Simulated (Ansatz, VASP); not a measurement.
Two plane-wave programs on Ca3Si2N

INCAR

```
SYSTEM = Ca3Si2N
PREC     = Accurate       ! precision mode
ENCUT    = 600            ! plane-wave cutoff, eV
EDIFF    = 1E-6           ! SCF threshold, eV
ISMEAR   = 0              ! smearing method
SIGMA    = 0.1            ! smearing width, eV
LREAL    = .False.        ! projectors in reciprocal space
LASPH    = .True.         ! aspherical terms in the spheres
NELM     = 80             ! most SCF steps
ALGO     = Normal         ! electronic algorithm
ISIF     = 3              ! what is computed and relaxed
LWAVE    = .False.        ! write WAVECAR
LCHARG   = .False.        ! write CHGCAR
GGA      = PE             ! functional
IBRION   = 2              ! ionic algorithm
NSW      = 100            ! ionic steps
EDIFFG   = -0.01          ! ionic threshold
```

Contents of KPOINTS:

```
Automatic mesh
0
Gamma
  10 10 4
  0 0 0
```

POSCAR

```
Ca3Si2N
1.0
    3.9131911464      0.0000000000      0.0000000000
    0.0000000000      3.9131911464      0.0000000000
    0.0000000000      0.0000000000      8.7775440187
Ca Si N
3 2 1
Direct
    0.5000000000      0.5000000000      0.0000000000
    0.0000000000      0.5000000000      0.3594793970
    0.5000000000      0.0000000000      0.6405206030
    0.0000000000      0.5000000000      0.7456779885
    0.5000000000      0.0000000000      0.2543220115
    0.0000000000      0.0000000000      0.0000000000
```

Input for Ansatz:

```yaml
crystal:
  lattice:
    - [3.9131911464, 0.0, 0.0]
    - [0.0, 3.9131911464, 0.0]
    - [0.0, 0.0, 8.7775440187]
  atoms:
    - { symbol: Ca, position: [0.5, 0.5, 0.0] }
    - { symbol: Ca, position: [0.0, 0.5, 0.359479397] }
    - { symbol: Ca, position: [0.5, 0.0, 0.640520603] }
    - { symbol: Si, position: [0.0, 0.5, 0.7456779885] }
    - { symbol: Si, position: [0.5, 0.0, 0.2543220115] }
    - { symbol: "N", position: [0.0, 0.0, 0.0] }
basis:
  ecutwfc: 420
kpoints:
  mp_grid: { grid: [10, 10, 4] }
hamiltonian:
  xc: pbe
scf:
  occupations: { method: gaussian, width: 0.1 }
output:
  forces: true
  stress: true
  eigenvalues: true
relax:
  adjacent_minimum: "off"
  f_tol: 0.01
  max_steps: 80
  cell: { stress_tol: 0.05 }
```

Change from the starting cell: species swapped into the Zr2CuSb3 type (P-4m2, No. 115).

Alike in both runs: task relaxation of cell and atoms; functional PBE; k mesh 10 × 10 × 4; occupations gaussian, width 0.1 eV; no spin polarisation.

|  | VASP | Ansatz |
| --- | --- | --- |
| version | VASP 6.6.1 | Ansatz 0.2.0 |
| potentials or method | VASP PAW PBE potentials, release 64 (Ca_sv, Si, N), cutoff 600 eV | scalar-relativistic, plane waves, PAW |
| valence electrons in the cell | 43 | 43 |

Ansatz gave:

```
gap on the k mesh at the Fermi level, each at its own relaxed structure (eV) : none
relaxed volume (Å³/atom)                                                     : 22.38
relaxed cell length with the largest relative difference (Å)                 : 8.941
```

Task: Estimate VASP's values.

Result: gap on the k mesh at the Fermi level, each at its own relaxed structure (eV): none; relaxed volume (Å³/atom): 22.40; relaxed cell length with the largest relative difference (Å): 8.919.

A gap of «none» marks a metal or a gap that the smearing closes.
